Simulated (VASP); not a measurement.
A run of VASP 6.6.1 is set up as follows.

POSCAR

```
Si
1.0
    2.7448859414      0.0000000000      0.0000000000
   -1.3724429707      2.3771409557      0.0000000000
    0.0000000000      0.0000000000      9.1179663399
Si
4
Direct
    0.0000000000      1.0000000000      0.0000000000
    0.0000000000      1.0000000000      0.5000000000
    0.3333333333      0.6666666667      0.2500000000
    0.6666666667      0.3333333333      0.7500000000
```

Contents of INCAR.step1:

```
SYSTEM = Si
ALGO = Normal
EDIFF = 1E-4
ENCUT = 520
GGA = PE
ISMEAR = -1
LASPH = .TRUE.
LCHARG = .FALSE.
LREAL = .FALSE.
LWAVE = .TRUE.
NBANDS = 16
NELM = 80
PREC = Accurate
SIGMA = 0.1
```

Contents of INCAR.step2:

```
SYSTEM = Si
ALGO = Normal
EDIFF = 1E-7
ENCUT = 520
ISIF = 2
ISMEAR = -1
ISTART = 1
LASPH = .TRUE.
LCHARG = .FALSE.
LMIXTAU = .TRUE.
LREAL = .FALSE.
LWAVE = .FALSE.
METAGGA = R2SCAN
NBANDS = 16
NELM = 80
PREC = Accurate
SIGMA = 0.1
```

The input KPOINTS:

```
k-points
0
G
  15 15 4
  0 0 0
```

Potentials or basis: VASP PAW PBE potentials, release 64 (Si).

Command:

```bash
$ cat potpaw_PBE.64/Si/POTCAR > POTCAR
$ cp INCAR.step1 INCAR
$ mpirun -np 1 vasp_std > vasp.out
$ cp INCAR.step2 INCAR
$ mpirun -np 1 vasp_std > vasp.out
```

Question: What does it give for the pressure?

Answer: -5.7 GPa.

Question: Estimate the band gap on the k mesh.

Answer: Zero (bands 8 and 9 overlap by 12.98 eV).

Stress tensor (GPa, compression positive):
```
-6.55  0.00  0.00
 0.00 -6.55  0.00
 0.00  0.00 -3.89
```

Caveat: the cell stands under tension; the PAW data sets were made with another functional, which shifts forces and pressure a little.
